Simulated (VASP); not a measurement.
# Ti3Si (P6_3/mmc) in VASP: notebook

Runs on Ti3Si. Level: r2SCAN. Tasks: single point.

Program: VASP 6.6.1. These are calculated values, not measurements. Logs are shortened: lines on timing, memory, paths and dates and some standing lists are left out, and cuts for length are marked.

## Step 1: The cell of the first run

It takes space group P6_3/mmc (No. 194, hexagonal). The conventional cell has a = 5.566 Å, b = 5.566 Å, c = 4.457 Å, α = 90.00°, β = 90.00°, γ = 120.00°. Ti (site symmetry mm2) has 8 Ti at 2.70 to 2.87 Å and 4 Si at 2.72 to 2.78 Å within 3.6 Å. Si (site symmetry -6m2) has 12 Ti at 2.72 to 2.78 Å within 3.6 Å.

## Step 2: Single point, r2SCAN

POSCAR reads:

```
Ti3Si
1.0
    5.5664615488      0.0000000000      0.0000000000
   -2.7832307744      4.8206971105      0.0000000000
    0.0000000000      0.0000000000      4.4569754010
Ti Si
6 2
Direct
    0.3435182612      0.1717591306      0.7500000000
    0.8282408694      0.1717591306      0.7500000000
    0.8282408694      0.6564817388      0.7500000000
    0.6564817388      0.8282408694      0.2500000000
    0.1717591306      0.8282408694      0.2500000000
    0.1717591306      0.3435182612      0.2500000000
    0.3333333333      0.6666666667      0.7500000000
    0.6666666667      0.3333333333      0.2500000000
```

INCAR.step1 reads:

```
SYSTEM = Ti3Si
ALGO = Normal
EDIFF = 1E-4
ENCUT = 520
GGA = PE
ISMEAR = 0
LASPH = .TRUE.
LCHARG = .FALSE.
LREAL = .FALSE.
LWAVE = .TRUE.
NBANDS = 50
NELM = 60
PREC = Accurate
SIGMA = 0.1
```

INCAR.step2 reads:

```
SYSTEM = Ti3Si
ALGO = Normal
EDIFF = 1E-7
ENCUT = 520
ISIF = 2
ISMEAR = 0
ISTART = 1
LASPH = .TRUE.
LCHARG = .FALSE.
LMIXTAU = .TRUE.
LREAL = .FALSE.
LWAVE = .FALSE.
METAGGA = R2SCAN
NBANDS = 50
NELM = 60
PREC = Accurate
SIGMA = 0.1
```

KPOINTS reads:

```
k-points
0
G
  6 6 8
  0 0 0
```

Potentials or basis: VASP PAW PBE potentials, release 64 (Ti_sv, Si).

Started as:

```console
> cat potpaw_PBE.64/Ti_sv/POTCAR potpaw_PBE.64/Si/POTCAR > POTCAR
> cp INCAR.step1 INCAR
> mpirun -np 1 vasp_std > vasp.out
> cp INCAR.step2 INCAR
> mpirun -np 1 vasp_std > vasp.out
```

OUTCAR:

```text
SYSTEM = Ti3Si
   EDIFF = 1E-7
   ENCUT = 520
   ISIF = 2
   ISMEAR = 0
   ISTART = 1
   LASPH = .TRUE.
   LREAL = .FALSE.
   METAGGA = R2SCAN
   NELM = 60
   PREC = Accurate

 ion  position               nearest neighbor table
   1  0.344  0.172  0.750-   2 2.70   3 2.70   8 2.72   8 2.72   6 2.78   6 2.78   5 2.78   5 2.78
                             7 2.78   7 2.78   2 2.87   3 2.87
   2  0.828  0.172  0.750-   1 2.70   3 2.70   8 2.72   8 2.72   6 2.78   6 2.78   4 2.78   4 2.78
                             7 2.78   7 2.78   1 2.87   3 2.87
   3  0.828  0.656  0.750-   1 2.70   2 2.70   8 2.72   8 2.72   4 2.78   4 2.78   5 2.78   5 2.78
                             7 2.78   7 2.78   2 2.87   1 2.87
   4  0.656  0.828  0.250-   5 2.70   6 2.70   7 2.72   7 2.72   3 2.78   3 2.78   2 2.78   2 2.78
                             8 2.78   8 2.78   5 2.87   6 2.87
   5  0.172  0.828  0.250-   4 2.70   6 2.70   7 2.72   7 2.72   3 2.78   3 2.78   1 2.78   1 2.78
                             8 2.78   8 2.78   4 2.87   6 2.87
   6  0.172  0.344  0.250-   4 2.70   5 2.70   7 2.72   7 2.72   1 2.78   1 2.78   2 2.78   2 2.78
                             8 2.78   8 2.78   5 2.87   4 2.87
   7  0.333  0.667  0.750-   5 2.72   5 2.72   4 2.72   4 2.72   6 2.72   6 2.72   3 2.78   1 2.78
                             2 2.78   2 2.78   3 2.78   1 2.78
   8  0.667  0.333  0.250-   2 2.72   2 2.72   1 2.72   1 2.72   3 2.72   3 2.72   6 2.78   4 2.78
                             5 2.78   5 2.78   6 2.78   4 2.78

  LATTYP: Found a hexagonal cell.
 ALAT       =     5.5664615488
 C/A-ratio  =     0.8006837669

  Lattice vectors:

 A1 = (   5.5664615488,   0.0000000000,   0.0000000000)
 A2 = (  -2.7832307744,   4.8206971105,   0.0000000000)
 A3 = (   0.0000000000,   0.0000000000,   4.4569754010)

Analysis of symmetry for initial positions (statically):
=====================================================================
 Subroutine PRICEL returns:
 Original cell was already a primitive cell.

 Routine SETGRP: Setting up the symmetry group for a
 hexagonal supercell.

 Subroutine GETGRP returns: Found 24 space group operations
 (whereof 12 operations were pure point group operations)
 out of a pool of 24 trial point group operations.

The static configuration has the point symmetry D_3d.
 The point group associated with its full space group is D_6h.

Analysis of symmetry for dynamics (positions and initial velocities):
=====================================================================
 Subroutine PRICEL returns:
 Original cell was already a primitive cell.

 Routine SETGRP: Setting up the symmetry group for a
 hexagonal supercell.

 Subroutine GETGRP returns: Found 24 space group operations
 (whereof 12 operations were pure point group operations)
 out of a pool of 24 trial point group operations.

The dynamic configuration has the point symmetry D_3d.
 The point group associated with its full space group is D_6h.

 Subroutine INISYM returns: Found 24 space group operations
 (whereof 12 operations are pure point group operations),
 and found     1 'primitive' translations

----------------------------------------------------------------------------------------

                                     Primitive cell

  volume of cell :     119.5995

  direct lattice vectors                    reciprocal lattice vectors
     5.566461549  0.000000000  0.000000000     0.179647338  0.103719439  0.000000000
    -2.783230774  4.820697111  0.000000000     0.000000000  0.207438878  0.000000000
     0.000000000  0.000000000  4.456975401     0.000000000  0.000000000  0.224367404

  length of vectors
     5.566461549  5.566461549  4.456975401     0.207438878  0.207438878  0.224367404

  position of ions in fractional coordinates (direct lattice)
     0.343518261  0.171759131  0.750000000
     0.828240869  0.171759131  0.750000000
     0.828240869  0.656481739  0.750000000
     0.656481739  0.828240869  0.250000000
     0.171759131  0.828240869  0.250000000
     0.171759131  0.343518261  0.250000000
     0.333333333  0.666666667  0.750000000
     0.666666667  0.333333333  0.250000000

  ion indices of the primitive-cell ions
   primitive index   ion index
                 1           1
                 2           2
                 3           3
                 4           4
                 5           5
                 6           6
                 7           7
                 8           8

----------------------------------------------------------------------------------------

 KPOINTS: k-points

Automatic generation of k-mesh.
 Grid dimensions read from file:
 generate k-points for:    6    6    8

 Generating k-lattice:

  Cartesian coordinates                     Fractional coordinates (reciprocal lattice)
     0.029941223  0.017286573  0.000000000     0.166666667  0.000000000  0.000000000
     0.000000000  0.034573146  0.000000000     0.000000000  0.166666667  0.000000000
     0.000000000  0.000000000  0.028045925     0.000000000  0.000000000  0.125000000

  Length of vectors
     0.034573146  0.034573146  0.028045925

  Shift w.r.t. Gamma in fractional coordinates (k-lattice)
     0.000000000  0.000000000  0.000000000

 Subroutine IBZKPT returns following result:
 ===========================================

 Found     35 irreducible k-points:

 Following reciprocal coordinates:
            Coordinates               Weight
  0.000000  0.000000  0.000000      1.000000
  0.166667  0.000000  0.000000      6.000000
  0.333333  0.000000  0.000000      6.000000
  0.500000  0.000000  0.000000      3.000000
  0.166667  0.166667  0.000000      6.000000
  0.333333  0.166667  0.000000     12.000000
[... 16 lines left out ...]
  0.166667  0.000000  0.375000     12.000000
  0.333333  0.000000  0.375000     12.000000
 [... further k-points ...]
   k-points           NKPTS =     35   k-points in BZ     NKDIM =     35   number of bands    NBANDS=     50
   number of dos      NEDOS =    301   number of ions     NIONS =      8
   total plane-waves  NPLWV =  63504
   dimension x,y,z NGX =    42 NGY =   42 NGZ =   36
   dimension x,y,z NGXF=    84 NGYF=   84 NGZF=   72
   ions per type =               6   2
   NGX,Y,Z   is equivalent  to a cutoff of  12.54, 12.54, 13.43 a.u.
   NGXF,Y,Z  is equivalent  to a cutoff of  25.09, 25.09, 26.86 a.u.
 SYSTEM =  Ti3Si
   PREC   = accura    normal or accurate (medium, high low for compatibility)
   ISTART =      1    job   : 0-new  1-cont  2-samecut
   ICHARG =      0    charge: 1-file 2-atom 10-const
   ISPIN  =      1    spin polarized calculation?
   LNONCOLLINEAR =      F non collinear calculations
   LSORBIT =      F    spin-orbit coupling
   LASPH  =      T    aspherical Exc in radial PAW
   ENCUT  =  520.0 eV  38.22 Ry    6.18 a.u.  10.35 10.35  8.29*2*pi/ulx,y,z
   NELM   =     60;   NELMIN=  2; NELMDL=  0     # of ELM steps
   EDIFF  = 0.1E-06   stopping-criterion for ELM
   LREAL  =      F    real-space projection
   EDIFFG = 0.1E-05   stopping-criterion for IOM
   NSW    =      0    number of steps for IOM
   IBRION =     -1    ionic relax: 0-MD 1-quasi-New 2-CG
   NFREE  =      0    steps in history (QN), initial steepest desc. (CG)
   ISIF   =      2    stress and relaxation
   ISYM   =      2    0-nonsym 1-usesym 2-fastsym
   POTIM  = 0.5000    time-step for ionic-motion
   TEBEG  =    0.0;   TEEND  =   0.0 temperature during run
   PSTRESS=    0.0 pullay stress
   NELECT =      80.0000    total number of electrons
   NUPDOWN=      -1.0000    fix difference up-down
   EMIN   =  10.00;   EMAX   =-10.00  energy-range for DOS
   EFERMI =   0.00;   METHOD = LEGACY
   ISMEAR =     0;   SIGMA  =   0.10  broadening in eV -4-tet -1-fermi 0-gaus
   EFERMI_NEDOS =   21; number of points for ismear=-14 and -15
   IALGO  =     38    algorithm
   IMIX   =      4    mixing-type and parameters
     AMIX     =   0.40;   BMIX     =  1.00
     AMIX_MAG =   1.60;   BMIX_MAG =  1.00
  volume/ion in A,a.u.               =      14.95       100.89
  Fermi-wavevector in a.u.,A,eV,Ry     =   1.431732  2.705581 27.889991  2.049856
  Thomas-Fermi vector in A             =   2.551436
   LORBIT       =      0    0 simple, 1 ext, 2 COOP (PROOUT), +10 PAW based schemes
   METAGGA = R2SCAN    functional components
   LHFCALC =     F    Hartree Fock is set to
   AEXX    =    0.0000 exact exchange contribution
   IVDW    =     0    specifies the selected vdW correction
   LEPSILON=     F    determine dielectric tensor
   LRPA    =     F    only Hartree local field effects (RPA)
 non-spin polarized calculation
 Gauss-broadening in eV      SIGMA  =   0.10
  energy-cutoff  :      520.00
  volume of cell :      119.60
 maximum number of plane-waves:      3240
 NGX is ok and might be reduce to    42
   NGX = 21   NGY = 21   NGZ = 17

 number of electron      79.9999985 magnetization

 Free energy of the ion-electron system (eV)
  ---------------------------------------------------
  ext. energy  EPLUGINS =         0.00000000
  ---------------------------------------------------
  free energy    TOTEN  =       -99.05368596 eV

  energy without entropy =      -99.02090416  energy(sigma->0) =      -99.03729506

 E-fermi :   9.9710     XC(G=0): -12.8243

 val. band max:        9.9670513487   @ k =   0.3333   0.1667   0.2500
 cond. band min:       9.9712657931   @ k =   0.1667   0.1667   0.3750
 fundamental gap:      0.0042144444
 Fermi energy:         9.9709584600

 k-point     1 :       0.0000    0.0000    0.0000
  band No.  band energies     occupation
      1     -49.0880      2.00000
      2     -48.9399      2.00000
      3     -48.9356      2.00000
      4     -48.9356      2.00000
      5     -48.8652      2.00000
      6     -48.8652      2.00000
[... 42 lines left out ...]
     49      12.3003      0.00000
     50      12.3003      0.00000
[... 1217 lines left out ...]
     49      11.9450      0.00000
     50      11.9961      0.00000

 [... further k-points ...]

------------------------ aborting loop because EDIFF is reached ----------------------------------------

  FORCE on cell =-STRESS in cart. coord.  units (eV):
  Direction    XX          YY          ZZ          XY          YZ          ZX
  --------------------------------------------------------------------------------------
  -------------------------------------------------------------------------------------
  Total        4.1001932      4.1001932      4.1085476      0.0000000      0.0000000      0.0000000
  in kB       54.9269651     54.9269651     55.0388832      0.0000000      0.0000000      0.0000000
  external PRESSURE =      54.9642711 kB  Pullay stress =       0.0000000 kB

 VOLUME and BASIS-vectors are now :
 -----------------------------------------------------------------------------
  energy-cutoff  :      520.00
  volume of cell :      119.60
      direct lattice vectors                 reciprocal lattice vectors
     5.566461549  0.000000000  0.000000000     0.179647338  0.103719439  0.000000000
    -2.783230774  4.820697111  0.000000000     0.000000000  0.207438878  0.000000000
     0.000000000  0.000000000  4.456975401     0.000000000  0.000000000  0.224367404

 POSITION                                       TOTAL-FORCE (eV/Angst)
 -----------------------------------------------------------------------------------
      1.43414      0.82800      3.34273        -0.008503     -0.004909      0.000000
      4.13233      0.82800      3.34273         0.008503     -0.004909     -0.000000
      2.78323      3.16470      3.34273         0.000000      0.009818      0.000000
      1.34909      3.99270      1.11424         0.008503      0.004909     -0.000000
     -1.34909      3.99270      1.11424        -0.008503      0.004909      0.000000
      0.00000      1.65600      1.11424         0.000000     -0.009818     -0.000000
     -0.00000      3.21380      3.34273         0.000000     -0.000000      0.000000
      2.78323      1.60690      1.11424         0.000000      0.000000      0.000000
 -----------------------------------------------------------------------------------
    total drift:                               -0.000001      0.000000     -0.000000

  FREE ENERGIE OF THE ION-ELECTRON SYSTEM (eV)
  ---------------------------------------------------
  free  energy   TOTEN  =       -99.0536859649 eV

  energy  without entropy=      -99.0209041624  energy(sigma->0) =      -99.03729506
```

Run time: 21 min. Hardware: 1 thread of Intel Xeon Platinum 8259CL at 2.50GHz (Skylake/Cascade Lake), shared host; peak memory 0.35 GiB.

Results:

```yaml
Free_energy: -99.0537 eV
Pressure: 5.5 GPa
Largest_force: 0.010 eV/Å
Band_gap_on_the_k_mesh: zero (bands 40 and 41 overlap by 0.41 eV)
```

Forces in eV/Å, atoms in the order of the input:
```
Ti  -0.009 -0.005  0.000
Ti   0.009 -0.005  0.000
Ti   0.000  0.010  0.000
Ti   0.009  0.005  0.000
Ti  -0.009  0.005  0.000
Ti   0.000 -0.010  0.000
Si   0.000  0.000  0.000
Si   0.000  0.000  0.000
```

Caveat: the cell stands under pressure; the PAW data sets were made with another functional, which shifts forces and pressure a little.

(Part 1 of 2 ends here.)

The gap in the log of VASP goes by the Fermi energy; the results here count the filled bands.